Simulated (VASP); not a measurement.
# Al (I4/mmm) in VASP: further runs

Runs on Al. Level: r2SCAN. Tasks: single point.

Program: VASP 6.6.1. These are calculated values, not measurements. Logs are shortened: lines on timing, memory, paths and dates and some standing lists are left out, and cuts for length are marked.

### Step 1. The cell of the first run

It takes space group I4/mmm (No. 139, tetragonal). The conventional cell has a = 3.304 Å, b = 3.304 Å, c = 3.037 Å, α = 90.00°, β = 90.00°, γ = 90.00°. Within 3.7 Å of Al (site symmetry 4/mmm) lie 14 Al at 2.79 to 3.30 Å.

### Step 2. Single point, r2SCAN

POSCAR

```
Al
1.0
    0.0000000000      2.3365142344      1.5187342523
    2.3365142344      0.0000000000      1.5187342523
    2.3365142344      2.3365142344      0.0000000000
Al
1
Direct
    0.0000000000      0.0000000000      0.0000000000
```

INCAR.step1

```
SYSTEM = Al
ALGO = Normal
EDIFF = 1E-4
ENCUT = 520
GGA = PE
ISMEAR = 0
LASPH = .TRUE.
LCHARG = .FALSE.
LREAL = .FALSE.
LWAVE = .TRUE.
NBANDS = 8
NELM = 60
PREC = Accurate
SIGMA = 0.15
```

INCAR.step2

```
SYSTEM = Al
ALGO = Normal
EDIFF = 1E-6
ENCUT = 520
ISIF = 2
ISMEAR = 0
ISTART = 1
LASPH = .TRUE.
LCHARG = .FALSE.
LMIXTAU = .TRUE.
LREAL = .FALSE.
LWAVE = .FALSE.
METAGGA = R2SCAN
NBANDS = 8
NELM = 60
PREC = Accurate
SIGMA = 0.15
```

KPOINTS

```
k-points
0
G
  22 22 22
  0 0 0
```

Potentials or basis: VASP PAW PBE potentials, release 64 (Al).

Launch:

```sh
$ cat potpaw_PBE.64/Al/POTCAR > POTCAR
$ cp INCAR.step1 INCAR
$ mpirun -np 1 vasp_std > vasp.out
$ cp INCAR.step2 INCAR
$ mpirun -np 1 vasp_std > vasp.out
```

OUTCAR:

```text
SYSTEM = Al
   EDIFF = 1E-6
   ENCUT = 520
   ISIF = 2
   ISMEAR = 0
   ISTART = 1
   LASPH = .TRUE.
   LREAL = .FALSE.
   METAGGA = R2SCAN
   NELM = 60
   PREC = Accurate

 ion  position               nearest neighbor table
   1  0.000  0.000  0.000-

  LATTYP: Found a body centered tetragonal cell.
 ALAT       =     3.3043301190
 C/A-ratio  =     0.9192388155

  Lattice vectors:

 A1 = (   0.0000000000,  -2.3365142344,  -1.5187342523)
 A2 = (   0.0000000000,   2.3365142344,  -1.5187342523)
 A3 = (   2.3365142344,   0.0000000000,   1.5187342523)

Analysis of symmetry for initial positions (statically):
=====================================================================
 Subroutine PRICEL returns:
 Original cell was already a primitive cell.

 Routine SETGRP: Setting up the symmetry group for a
 body centered tetragonal supercell.

 Subroutine GETGRP returns: Found 16 space group operations
 (whereof 16 operations were pure point group operations)
 out of a pool of 16 trial point group operations.

The static configuration has the point symmetry D_4h.

Analysis of symmetry for dynamics (positions and initial velocities):
=====================================================================
 Subroutine PRICEL returns:
 Original cell was already a primitive cell.

 Routine SETGRP: Setting up the symmetry group for a
 body centered tetragonal supercell.

 Subroutine GETGRP returns: Found 16 space group operations
 (whereof 16 operations were pure point group operations)
 out of a pool of 16 trial point group operations.

The dynamic configuration has the point symmetry D_4h.

 Subroutine INISYM returns: Found 16 space group operations
 (whereof 16 operations are pure point group operations),
 and found     1 'primitive' translations

----------------------------------------------------------------------------------------

                                     Primitive cell

  volume of cell :      16.5824

  direct lattice vectors                    reciprocal lattice vectors
     0.000000000  2.336514234  1.518734252    -0.213993988  0.213993988  0.329221521
     2.336514234  0.000000000  1.518734252     0.213993988 -0.213993988  0.329221521
     2.336514234  2.336514234  0.000000000     0.213993988  0.213993988 -0.329221521

  length of vectors
     2.786727919  2.786727919  3.304330119     0.447184150  0.447184150  0.447184150

  position of ions in fractional coordinates (direct lattice)
     0.000000000  0.000000000  0.000000000

  ion indices of the primitive-cell ions
   primitive index   ion index
                 1           1

----------------------------------------------------------------------------------------

 KPOINTS: k-points

Automatic generation of k-mesh.
 Grid dimensions read from file:
 generate k-points for:   22   22   22

 Generating k-lattice:

  Cartesian coordinates                     Fractional coordinates (reciprocal lattice)
    -0.009726999  0.009726999  0.014964615     0.045454545 -0.000000000  0.000000000
     0.009726999 -0.009726999  0.014964615    -0.000000000  0.045454545  0.000000000
     0.009726999  0.009726999 -0.014964615     0.000000000  0.000000000  0.045454545

  Length of vectors
     0.020326552  0.020326552  0.020326552

  Shift w.r.t. Gamma in fractional coordinates (k-lattice)
     0.000000000  0.000000000  0.000000000

 Subroutine IBZKPT returns following result:
 ===========================================

 Found    834 irreducible k-points:

 Following reciprocal coordinates:
            Coordinates               Weight
  0.000000  0.000000  0.000000      1.000000
  0.045455  0.000000  0.000000      8.000000
  0.090909  0.000000  0.000000      8.000000
  0.136364  0.000000  0.000000      8.000000
  0.181818  0.000000  0.000000      8.000000
  0.227273 -0.000000  0.000000      8.000000
[... 16 lines left out ...]
  0.500000  0.045455  0.000000      8.000000
 -0.454545  0.045455  0.000000      8.000000
 [... further k-points ...]
   k-points           NKPTS =    834   k-points in BZ     NKDIM =    834   number of bands    NBANDS=      8
   number of dos      NEDOS =    301   number of ions     NIONS =      1
   total plane-waves  NPLWV =  16128
   dimension x,y,z NGX =    24 NGY =   24 NGZ =   28
   dimension x,y,z NGXF=    48 NGYF=   48 NGZF=   56
   ions per type =               1
   NGX,Y,Z   is equivalent  to a cutoff of  14.32, 14.32, 14.09 a.u.
   NGXF,Y,Z  is equivalent  to a cutoff of  28.64, 28.64, 28.17 a.u.
 SYSTEM =  Al
   PREC   = accura    normal or accurate (medium, high low for compatibility)
   ISTART =      1    job   : 0-new  1-cont  2-samecut
   ICHARG =      0    charge: 1-file 2-atom 10-const
   ISPIN  =      1    spin polarized calculation?
   LNONCOLLINEAR =      F non collinear calculations
   LSORBIT =      F    spin-orbit coupling
   LASPH  =      T    aspherical Exc in radial PAW
   ENCUT  =  520.0 eV  38.22 Ry    6.18 a.u.   5.18  5.18  6.14*2*pi/ulx,y,z
   NELM   =     60;   NELMIN=  2; NELMDL=  0     # of ELM steps
   EDIFF  = 0.1E-05   stopping-criterion for ELM
   LREAL  =      F    real-space projection
   EDIFFG = 0.1E-04   stopping-criterion for IOM
   NSW    =      0    number of steps for IOM
   IBRION =     -1    ionic relax: 0-MD 1-quasi-New 2-CG
   NFREE  =      0    steps in history (QN), initial steepest desc. (CG)
   ISIF   =      2    stress and relaxation
   ISYM   =      2    0-nonsym 1-usesym 2-fastsym
   POTIM  = 0.5000    time-step for ionic-motion
   TEBEG  =    0.0;   TEEND  =   0.0 temperature during run
   PSTRESS=    0.0 pullay stress
   NELECT =       3.0000    total number of electrons
   NUPDOWN=      -1.0000    fix difference up-down
   EMIN   =  10.00;   EMAX   =-10.00  energy-range for DOS
   EFERMI =   0.00;   METHOD = LEGACY
   ISMEAR =     0;   SIGMA  =   0.15  broadening in eV -4-tet -1-fermi 0-gaus
   EFERMI_NEDOS =   21; number of points for ismear=-14 and -15
   IALGO  =     38    algorithm
   IMIX   =      4    mixing-type and parameters
     AMIX     =   0.40;   BMIX     =  1.00
     AMIX_MAG =   1.60;   BMIX_MAG =  1.00
  volume/ion in A,a.u.               =      16.58       111.90
  Fermi-wavevector in a.u.,A,eV,Ry     =   0.925903  1.749704 11.664236  0.857297
  Thomas-Fermi vector in A             =   2.051808
   LORBIT       =      0    0 simple, 1 ext, 2 COOP (PROOUT), +10 PAW based schemes
   METAGGA = R2SCAN    functional components
   LHFCALC =     F    Hartree Fock is set to
   AEXX    =    0.0000 exact exchange contribution
   IVDW    =     0    specifies the selected vdW correction
   LEPSILON=     F    determine dielectric tensor
   LRPA    =     F    only Hartree local field effects (RPA)
 non-spin polarized calculation
 Gauss-broadening in eV      SIGMA  =   0.15
  energy-cutoff  :      520.00
  volume of cell :       16.58
 maximum number of plane-waves:       466
 NGX is ok and might be reduce to    24

 number of electron       3.0000000 magnetization

 Free energy of the ion-electron system (eV)
  ---------------------------------------------------
  ext. energy  EPLUGINS =         0.00000000
  ---------------------------------------------------
  free energy    TOTEN  =        -6.63117921 eV

  energy without entropy =       -6.62658204  energy(sigma->0) =       -6.62888063

 E-fermi :   7.9637     XC(G=0): -10.9037

 val. band max:        7.9635594841   @ k =  -0.4545   0.0909   0.2727
 cond. band min:       7.9661656709   @ k =   0.4545   0.0909   0.3636
 fundamental gap:      0.0026061868
 Fermi energy:         7.9636728656

 k-point     1 :       0.0000    0.0000    0.0000
  band No.  band energies     occupation
      1      -3.8474      2.00000
      2      20.6393      0.00000
      3      22.8154      0.00000
      4      22.8154      0.00000
      5      23.1169      0.00000
      6      23.1169      0.00000
      7      23.9100      0.00000
      8      24.5696      0.00000

 k-point     2 :       0.0455    0.0000    0.0000
  band No.  band energies     occupation
      1      -3.7823      2.00000
      2      20.2812      0.00000
      3      21.9181      0.00000
      4      22.3157      0.00000
      5      22.6535      0.00000
      6      23.7344      0.00000
      7      24.1239      0.00000
      8      24.9289      0.00000

 k-point     3 :       0.0909    0.0000    0.0000
  band No.  band energies     occupation
      1      -3.5871      2.00000
      2      19.5684      0.00000
      3      20.1501      0.00000
      4      21.4805      0.00000
      5      21.8016      0.00000
      6      24.2022      0.00000
      7      24.8201      0.00000
      8      25.0130      0.00000

 k-point     4 :       0.1364    0.0000    0.0000
  band No.  band energies     occupation
      1      -3.2623      2.00000
      2      18.1160      0.00000
      3      18.8214      0.00000
      4      20.5553      0.00000
      5      21.0203      0.00000
      6      23.4645      0.00000
      7      25.5342      0.00000
      8      26.1266      0.00000

 k-point     5 :       0.1818    0.0000    0.0000
  band No.  band energies     occupation
      1      -2.8088      2.00000
      2      16.0526      0.00000
      3      18.1339      0.00000
      4      19.6577      0.00000
      5      20.3068      0.00000
      6      22.7094      0.00000
      7      25.9877      0.00000
      8      26.8607      0.00000

 k-point     6 :       0.2273   -0.0000    0.0000
  band No.  band energies     occupation
      1      -2.2279      2.00000
      2      14.0359      0.00000
      3      17.5344      0.00000
      4      18.8373      0.00000
      5      19.6730      0.00000
      6      22.0179      0.00000
      7      26.4046      0.00000
      8      27.6589      0.00000

 k-point     7 :       0.2727    0.0000    0.0000
  band No.  band energies     occupation
      1      -1.5212      2.00000
      2      12.0964      0.00000
      3      17.0340      0.00000
      4      18.1152      0.00000
      5      19.1291      0.00000
      6      21.4054      0.00000
      7      26.8671      0.00000
      8      28.5611      0.00000

 k-point     8 :       0.3182    0.0000    0.0000
  band No.  band energies     occupation
      1      -0.6906      2.00000
      2      10.2490      0.00000
      3      16.6376      0.00000
      4      17.5016      0.00000
      5      18.6810      0.00000
      6      20.8842      0.00000
      7      27.4027      0.00000
      8      29.5411      0.00000

 k-point     9 :       0.3636    0.0000    0.0000
  band No.  band energies     occupation
      1       0.2609      2.00000
      2       8.5030      0.00000
      3      16.3475      0.00000
      4      17.0015      0.00000
      5      18.3320      0.00000
      6      20.4655      0.00000
      7      28.0120      0.00000
      8      30.5726      0.00000

 k-point    10 :       0.4091    0.0000    0.0000
  band No.  band energies     occupation
      1       1.3283      2.00000
      2       6.8665      2.00000
      3      16.1640      0.00000
      4      16.6187      0.00000
      5      18.0828      0.00000
      6      20.1590      0.00000
      7      28.6705      0.00000
      8      31.5953      0.00000
[... 78 lines left out ...]
 k-point    18 :       0.2727    0.0455    0.0000
  band No.  band energies     occupation
      1      -1.3926      2.00000
      2      11.9928      0.00000
      3      16.8573      0.00000
      4      18.3089      0.00000
      5      19.0803      0.00000
      6      21.2516      0.00000
      7      24.8269      0.00000
      8      30.0294      0.00000

 k-point    19 :       0.3182    0.0455    0.0000
  band No.  band energies     occupation
      1      -0.5522      2.00000
      2      10.1565      0.00000
      3      16.2497      0.00000
      4      17.9275      0.00000
      5      18.5155      0.00000
      6      20.9241      0.00000
      7      25.3154      0.00000
      8      31.0631      0.00000

 k-point    20 :       0.3636    0.0455    0.0000
  band No.  band energies     occupation
      1       0.4088      2.00000
      2       8.4209      0.00002
      3      15.7523      0.00000
      4      17.6551      0.00000
      5      18.0529      0.00000
      6      20.6773      0.00000
      7      25.9233      0.00000
      8      31.9996      0.00000

 k-point    21 :       0.4091    0.0455    0.0000
  band No.  band energies     occupation
      1       1.4849      2.00000
      2       6.7953      2.00000
      3      15.3677      0.00000
      4      17.4933      0.00000
      5      17.6964      0.00000
      6      20.5242      0.00000
      7      26.6387      0.00000
      8      32.6168      0.00000

 k-point    22 :       0.4545    0.0455    0.0000
  band No.  band energies     occupation
      1       2.6561      2.00000
      2       5.3012      2.00000
      3      15.0973      0.00000
      4      17.4429      0.00000
      5      17.4488      0.00000
      6      20.4736      0.00000
      7      27.4425      0.00000
      8      32.5592      0.00000

 k-point    23 :       0.5000    0.0455    0.0000
  band No.  band energies     occupation
      1       3.4986      2.00000
      2       4.3635      2.00000
      3      14.9418      0.00000
      4      17.3122      0.00000
      5      17.5042      0.00000
      6      20.5301      0.00000
      7      28.2938      0.00000
      8      31.8762      0.00000

 k-point    24 :      -0.4545    0.0455    0.0000
  band No.  band energies     occupation
      1       2.4562      2.00000
      2       5.5387      2.00000
      3      14.9012      0.00000
      4      17.2880      0.00000
      5      17.6776      0.00000
      6      20.6954      0.00000
      7      29.0665      0.00000
      8      30.9703      0.00000

 [... further k-points ...]
[... 5 lines left out ...]
  --------------------------------------------------------------------------------------
  -------------------------------------------------------------------------------------
  Total       -0.1420698     -0.1420698     -0.3640533      0.0000000      0.0000000      0.0000000
  in kB      -13.7266260    -13.7266260    -35.1744191      0.0000000      0.0000000      0.0000000
  external PRESSURE =     -20.8758903 kB  Pullay stress =       0.0000000 kB

 VOLUME and BASIS-vectors are now :
 -----------------------------------------------------------------------------
  energy-cutoff  :      520.00
  volume of cell :       16.58
      direct lattice vectors                 reciprocal lattice vectors
     0.000000000  2.336514234  1.518734252    -0.213993988  0.213993988  0.329221521
     2.336514234  0.000000000  1.518734252     0.213993988 -0.213993988  0.329221521
     2.336514234  2.336514234  0.000000000     0.213993988  0.213993988 -0.329221521

 POSITION                                       TOTAL-FORCE (eV/Angst)
 -----------------------------------------------------------------------------------
      0.00000      0.00000      0.00000        -0.000000     -0.000000      0.000000
 -----------------------------------------------------------------------------------
    total drift:                               -0.000000     -0.000000      0.000000

  FREE ENERGIE OF THE ION-ELECTRON SYSTEM (eV)
  ---------------------------------------------------
  free  energy   TOTEN  =        -6.6311792122 eV

  energy  without entropy=       -6.6265820379  energy(sigma->0) =       -6.62888063
```

Wall time 2.2 min (1 thread of Intel Xeon 6975P-C (Granite Rapids), shared host); peak memory 0.21 GiB.

What came out:

```
Free energy : -6.6312 eV
Pressure    : -2.1 GPa
```

Stress tensor (GPa, compression positive):
```
-1.37  0.00  0.00
 0.00 -1.37  0.00
 0.00  0.00 -3.52
```

Levels at points of the mesh, in eV from the Fermi level:
| k point | band 1 | band 2 | band 3 | band 4 | band 5 | band 6 |
| --- | --- | --- | --- | --- | --- | --- |
| (0.00, 0.00, 0.00) | -11.81 | 12.68 | 14.85 | 14.85 | 15.15 | 15.15 |
| (0.50, 0.00, 0.00) | -4.51 | -3.68 | 8.11 | 8.29 | 9.92 | 11.95 |
| (0.50, 0.50, 0.00) | 1.21 | 1.21 | 2.52 | 2.98 | 3.79 | 7.00 |
| (0.50, 0.00, 0.50) | -4.97 | -4.52 | 10.06 | 10.06 | 12.16 | 12.82 |

Caveat: the PAW data sets were made with another functional, which shifts forces and pressure a little.

### Step 3. Single point, r2SCAN

This run uses another cell than the first one, of the same volume but with other edges.

POSCAR

```
Al
1.0
    0.0000000000      1.7681093890      2.6521640835
    1.7681093890      0.0000000000      2.6521640835
    1.7681093890      1.7681093890      0.0000000000
Al
1
Direct
    0.0000000000      0.0000000000      0.0000000000
```

INCAR.step1

```
PREC = Accurate
ENCUT = 520
ISMEAR = 0
SIGMA = 0.15
LREAL = False
LASPH = True
NELM = 80
NBANDS = 8
GGA = PE
ALGO = Normal
EDIFF = 1E-4
LWAVE = True
LCHARG = False
```

INCAR.step2

```
PREC = Accurate
ENCUT = 520
EDIFF = 1E-7
ISMEAR = 0
SIGMA = 0.15
LREAL = False
LASPH = True
NELM = 80
ALGO = Normal
ISIF = 2
LWAVE = False
LCHARG = True
METAGGA = R2SCAN
LMIXTAU = True
LELF = True
LVHAR = True
NBANDS = 8
ISTART = 1
```

KPOINTS

```
Automatic mesh
0
Gamma
  22 22 22
```

Potentials or basis: VASP PAW PBE potentials, release 64 (Al).

Launch:

```sh
$ cat potpaw_PBE.64/Al/POTCAR > POTCAR
$ cp INCAR.step1 INCAR
$ mpirun -np 1 vasp_std > vasp.out
$ cp INCAR.step2 INCAR
$ mpirun -np 1 vasp_std > vasp.out
```

Wall time 1.7 min (1 thread of Intel Xeon 6975P-C (Granite Rapids), shared host); peak memory 0.2 GiB.

It converged, with:

| Item | Value |
| --- | --- |
| Free energy | -6.2550 eV |
| Pressure | 9.9 GPa |

Stress tensor (GPa, compression positive):
```
 22.06   0.00   0.00
  0.00  22.06   0.00
  0.00   0.00 -14.51
```

Levels at points of the mesh, in eV from the Fermi level:
| k point | band 1 | band 2 | band 3 | band 4 |
| --- | --- | --- | --- | --- |
| (0.00, 0.00, 0.00) | -11.69 | 9.23 | 9.44 | 11.78 |
| (0.50, 0.00, 0.00) | -4.60 | -3.77 | 5.90 | 6.77 |
| (0.50, 0.50, 0.00) | -6.70 | -5.63 | 9.19 | 12.18 |
| (0.50, 0.00, 0.50) | -0.58 | 1.42 | 3.34 | 5.91 |

Caveat: the PAW data sets were made with another functional, which shifts forces and pressure a little.
